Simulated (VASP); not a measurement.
A run of VASP 6.6.1 is set up as follows.

The input INCAR:

```
SYSTEM = InC3S
ALGO     = Normal         ! electronic algorithm
EDIFF    = 1E-6           ! SCF threshold, eV
EDIFFG   = -0.01          ! ionic threshold
ENCUT    = 600            ! plane-wave cutoff, eV
GGA      = PE             ! functional
IBRION   = 2              ! ionic algorithm
ISIF     = 3              ! what is computed and relaxed
ISMEAR   = 0              ! smearing method
LASPH    = .True.         ! aspherical terms in the spheres
LCHARG   = .False.        ! write CHGCAR
LREAL    = .False.        ! projectors in reciprocal space
LWAVE    = .False.        ! write WAVECAR
NELM     = 100            ! most SCF steps
NSW      = 100            ! ionic steps
PREC     = Accurate       ! precision mode
SIGMA    = 0.1            ! smearing width, eV
```

File KPOINTS:

```
k-points
0
Gamma
  10 10 10
  0 0 0
```

Contents of POSCAR:

```
InC3S
1.0
    3.7472708181      0.0000000000      0.0000000000
    0.0000000000      3.7472708181      0.0000000000
    0.0000000000      0.0000000000      3.7472708181
In C S
1 3 1
Direct
    0.0000000000      0.0000000000      0.0000000000
    0.0000000000      0.5000000000      0.5000000000
    0.5000000000      0.5000000000      0.0000000000
    0.5000000000      0.0000000000      0.5000000000
    0.5000000000      0.5000000000      0.5000000000
```

Potentials or basis: VASP PAW PBE potentials, release 64 (In_d, C, S).

Run with:

```bash
$ cat potpaw_PBE.64/In_d/POTCAR potpaw_PBE.64/C/POTCAR potpaw_PBE.64/S/POTCAR > POTCAR
$ mpirun -np 1 vasp_std > vasp.out
```

(1) Predict the relaxed volume.

(2) Predict the space group after relaxing (to 0.05 Å).

Results:

(1) 10.69 Å³/atom.

(2) Pm-3m (No. 221).
